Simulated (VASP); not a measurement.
Wanted: the native input for a VASP 6.6.1 run.

* Task: single point
* Functional: PBE
* Potentials or basis: VASP PAW PBE potentials, release 64 (P, Zn, O)
* Cutoff: 520 eV
* k mesh: 6 × 6 × 4
* Occupations: gaussian, width 0.0146 eV
* Spin: no spin polarisation
* Dipole correction: no
* Further INCAR settings: ALGO = Normal; EDIFF = 1e-07; NBANDS = 53

The structure of ZnPO4 lies in POSCAR:

```
ZnPO4
1.0
    2.5278990000      3.7531920000      0.0000000000
    2.5278990000     -3.7531920000      0.0000000000
    0.0000000000      0.0000000000     -6.6264230000
P Zn O
2 2 8
Direct
    0.3580000000      0.6420000000      0.7500000000
    0.6420000000      0.3580000000      0.2500000000
    0.0000000000      0.0000000000      0.0000000000
    0.0000000000      0.0000000000      0.5000000000
    0.7060000000      0.7660000000      0.7500000000
    0.2940000000      0.2340000000      0.2500000000
    0.7660000000      0.7060000000      0.2500000000
    0.2340000000      0.2940000000      0.7500000000
    0.2460000000      0.7540000000      0.9300000000
    0.7540000000      0.2460000000      0.4300000000
    0.7540000000      0.2460000000      0.0700000000
    0.2460000000      0.7540000000      0.5700000000
```

One way to write it, as run:

INCAR

```
ALGO = Normal
EDIFF = 1E-7
ENCUT = 520
GGA = PE
ISIF = 2
ISMEAR = 0
LASPH = True
LCHARG = True
LELF = True
LREAL = False
LVHAR = True
LWAVE = False
NBANDS = 53
NELM = 100
PREC = Accurate
SIGMA = 0.0146
```

KPOINTS

```
k-points
0
Gamma
  6 6 4
```

Potentials or basis: VASP PAW PBE potentials, release 64 (P, Zn, O).

Command:

```console
$ cat potpaw_PBE.64/P/POTCAR potpaw_PBE.64/Zn/POTCAR potpaw_PBE.64/O/POTCAR > POTCAR
$ mpirun -np 1 vasp_std > vasp.out
```

Results of the run:

```json
{
  "Pressure": "31.6 GPa",
  "Largest force": "4.689 eV/Å",
  "Band gap on the k mesh": "zero (band 41 reaches 2.13 eV, above the bottom of band 42 at 1.49 eV)"
}
```

Caveat: forces of over 1 eV/Å act on the atoms, so gaps and moduli don't describe the material at rest.

Wall time 7.6 min on 1 thread of Oxide Virtual Turin-like Processor, on a shared host, peak memory 0.33 GiB.
